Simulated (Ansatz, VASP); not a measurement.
# HfN in VASP and in Ansatz

```
Hf N
1.0
     3.10055    0.00000    0.00000
    -1.55028    2.68516    0.00000
     0.00000    0.00000    2.91073
Hf N
1 1
Direct
  0.00000 0.00000 0.00000
  0.66667 0.33333 0.50000
```

Alike in both runs: functional PBE; k mesh 24 × 24 × 20; occupations gaussian, width 0.1 eV; no spin polarisation.

Ansatz relaxed the structure, and its values are those at the end. VASP's run is a single point on that final structure, the one shown.

|  | VASP | Ansatz |
| --- | --- | --- |
| version | VASP 6.6.1 | Ansatz 0.2.0 |
| potentials or method | VASP PAW PBE potentials, release 64 (Hf_pv, N), cutoff 520 eV | scalar-relativistic, plane waves, PAW |
| valence electrons in the cell | 15 | 31 |

```csv
,VASP,Ansatz,Ansatz less VASP
gap on the k mesh at the Fermi level (eV),none,none,-
pressure (GPa),-2.0,0.0,+1.96
```

A gap of «none» marks a metal or a gap that the smearing closes. With one functional, cell and mesh, what is left measures potentials, basis and numerics. VASP's potentials hold 15 valence electrons a cell and Ansatz's 31, so a difference there can come from the potentials and not from the codes.

Spin-orbit coupling is off throughout.
